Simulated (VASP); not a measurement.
Wanted: the native input for a VASP 6.6.1 run.

```yaml
Task: single point
Functional: PBE
Potentials_or_basis: VASP PAW PBE potentials, release 64 (Hf_pv, N)
Cutoff: 600 eV
k_mesh: 10 × 10 × 10
Occupations: gaussian, width 0.025 eV
Spin: no spin polarisation
Dipole_correction: no
Further_INCAR_settings: ALGO = Normal; EDIFF = 1e-06; NBANDS = 14
```

The structure of HfN lies in POSCAR:

```
HfN
1.0
    0.0000000000      2.2560000000      2.2560000000
    2.2560000000      0.0000000000      2.2560000000
    2.2560000000      2.2560000000      0.0000000000
Hf N
1 1
Direct
    0.0000000000      0.0000000000      0.0000000000
    0.5000000000      0.5000000000      0.5000000000
```

These files were run (other wordings do the same):

INCAR

```
PREC = Accurate
ENCUT = 600
EDIFF = 1E-6
ISMEAR = 0
SIGMA = 0.025
LREAL = False
LASPH = True
NELM = 120
ALGO = Normal
ISIF = 2
LWAVE = False
LCHARG = False
GGA = PE
NBANDS = 14
GGA_COMPAT = False
```

KPOINTS

```
regular mesh
0
Gamma
  10 10 10
```

Potentials or basis: VASP PAW PBE potentials, release 64 (Hf_pv, N).

Run with:

```console
$ cat potpaw_PBE.64/Hf_pv/POTCAR potpaw_PBE.64/N/POTCAR > POTCAR
$ mpirun -np 1 vasp_std > vasp.out
```

Results of the run:

```
Pressure               : 4.1 GPa
Band gap on the k mesh : zero (an odd number of electrons rules out a gap without spin polarisation)
```

Caveat: the cell stands under pressure; spin-orbit coupling is left out, which moves the levels of the heavy elements.

Run time: 12 s on 1 thread of Intel(R) Xeon(R) 6975P-C (Granite Rapids), with other jobs on the host, peak memory 0.17 GiB.
